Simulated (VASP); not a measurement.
Wanted: the native input for a VASP 6.6.1 run.

| Property | Result |
| --- | --- |
| Task | single point |
| Functional | r2SCAN |
| Potentials or basis | VASP PAW PBE potentials, release 64 (Fe, Al, B) |
| Cutoff | 520 eV |
| k mesh | 5 × 5 × 5 |
| Occupations | methfessel-paxton, width 0.05 eV |
| Spin | collinear spin, ferromagnetic start |
| Starting moments | [3.0, 3.0, 3.0, 0.0, 0.0] μB |
| Dipole correction | no |
| Further INCAR settings | ALGO = Normal; EDIFF = 1e-07; NBANDS = 27 |

The system is AlFe3B.

```
Fe Al B
1.0
     3.82232    0.00000    0.00000
     0.00000    3.82232    0.00000
     0.00000    0.00000    3.82232
Fe Al B
3 1 1
Direct
  0.00373 0.01103 0.48969
  0.99963 0.50589 0.00111
  0.50839 0.00685 0.00261
  0.48355 0.49851 0.49018
  0.01093 0.00610 0.00388
```

The input as run:

POSCAR

```
AlFe3B
1.0
    3.8223220000      0.0000000000      0.0000000000
    0.0000000000      3.8223220000      0.0000000000
    0.0000000000      0.0000000000      3.8223220000
Fe Al B
3 1 1
Direct
    0.0037250000      0.0110320000      0.4896870000
   -0.0003730000      0.5058880000      0.0011130000
    0.5083930000      0.0068460000      0.0026060000
    0.4835450000      0.4985130000      0.4901770000
    0.0109260000      0.0060960000      0.0038780000
```

INCAR.step1

```
SYSTEM = AlFe3B
PREC = Accurate ; ENCUT = 520
ISMEAR = 1 ; SIGMA = 0.05
LREAL = .FALSE. ; LASPH = .TRUE.
NELM = 150 ; ISPIN = 2
MAGMOM = 3 3 3 0 0 ; LMAXMIX = 4
NBANDS = 27 ; GGA = PE
ALGO = Normal ; EDIFF = 1E-4
LWAVE = .TRUE. ; LCHARG = .FALSE.
```

INCAR.step2

```
SYSTEM = AlFe3B
PREC = Accurate ; ENCUT = 520
EDIFF = 1E-7 ; ISMEAR = 1
SIGMA = 0.05 ; LREAL = .FALSE.
LASPH = .TRUE. ; NELM = 150
ALGO = Normal ; ISIF = 2
LWAVE = .FALSE. ; LCHARG = .FALSE.
ISPIN = 2 ; MAGMOM = 3 3 3 0 0
LORBIT = 11 ; LMAXMIX = 4
METAGGA = R2SCAN ; LMIXTAU = .TRUE.
NBANDS = 27 ; ISTART = 1
```

KPOINTS

```
regular mesh
0
G
  5 5 5
  0 0 0
```

Potentials or basis: VASP PAW PBE potentials, release 64 (Fe, Al, B).

Launch:

```bash
$ cat potpaw_PBE.64/Fe/POTCAR potpaw_PBE.64/Al/POTCAR potpaw_PBE.64/B/POTCAR > POTCAR
$ cp INCAR.step1 INCAR
$ mpirun -np 1 vasp_std > vasp.out
$ cp INCAR.step2 INCAR
$ mpirun -np 1 vasp_std > vasp.out
```

It gave:

| Property | Result |
| --- | --- |
| Pressure | 0.2 GPa |
| Largest force | 1.402 eV/Å |
| Net moment | 5.23 μB per cell |
| Site moments | Fe +1.94, +1.96, +1.97; Al -0.10; B -0.21 μB |
| Valence electrons inside the program's atomic spheres | Fe 7.47, 7.46 (each value once); Al 0.76; B 2.14 |

Caveat: the PAW data sets were made with another functional, which shifts forces and pressure a little.

Run time: 6.2 min on 1 thread of Intel(R) Xeon(R) 6975P-C (Granite Rapids), with other jobs on the host, peak memory 0.29 GiB.
